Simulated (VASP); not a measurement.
Wanted: the native input for a VASP 6.6.1 run.

```
Task                   : relaxation of shape and atoms at fixed volume
Functional             : PBE
Potentials or basis    : VASP PAW PBE potentials, release 64 (Al, Si, I)
Cutoff                 : 600 eV
k mesh                 : 4 × 8 × 8
Occupations            : gaussian, width 0.1 eV
Spin                   : no spin polarisation
Dipole correction      : no
Further INCAR settings : ALGO = Fast; EDIFF = 1e-06; IBRION = 2; EDIFFG = -0.01; NSW = 50; ISIF = 4
```

The structure of Al3Si2I lies in POSCAR:

```
Al3Si2I
1.0
    8.3053600108      0.0000000000      0.0000000000
    0.0000000000      2.1037940686      3.6969688068
    0.0000000000     -2.1037940686      3.6969688068
Al Si I
3 2 1
Direct
    0.0000000000      0.2132549432      0.2132549432
    0.8083516171      0.8774060218      0.8774060218
    0.1916483829      0.8774060218      0.8774060218
    0.1418617125      0.5431557007      0.5431557007
    0.8581382875      0.5431557007      0.5431557007
    0.5000000000      0.7715858217      0.7715858217
```

One way to write it, as run:

INCAR

```
SYSTEM = Al3Si2I
ALGO = Fast
EDIFF = 1E-6
EDIFFG = -0.01
ENCUT = 600
GGA = PE
IBRION = 2
ISIF = 4
ISMEAR = 0
LASPH = .TRUE.
LCHARG = .FALSE.
LREAL = .FALSE.
LWAVE = .FALSE.
NELM = 100
NSW = 50
PREC = Accurate
SIGMA = 0.1
```

KPOINTS

```
k-points
0
G
  4 8 8
  0 0 0
```

Potentials or basis: VASP PAW PBE potentials, release 64 (Al, Si, I).

The run is started by

```sh
$ cat potpaw_PBE.64/Al/POTCAR potpaw_PBE.64/Si/POTCAR potpaw_PBE.64/I/POTCAR > POTCAR
$ mpirun -np 1 vasp_std > vasp.out
```

It gave:

The energy gained by relaxing is 0.6 meV/atom, the ionic steps are 14 and the pressure after relaxing is 5.2 GPa. The largest force after relaxing is 0.008 eV/Å and the band gap on the k mesh is zero (bands 12 and 13 overlap by 1.38 eV).

Caveat: spin-orbit coupling is left out, which moves the levels of the heavy elements.

Run time: 33 min on 1 thread of Oxide Virtual Turin-like Processor, on a shared host, peak memory 0.39 GiB.
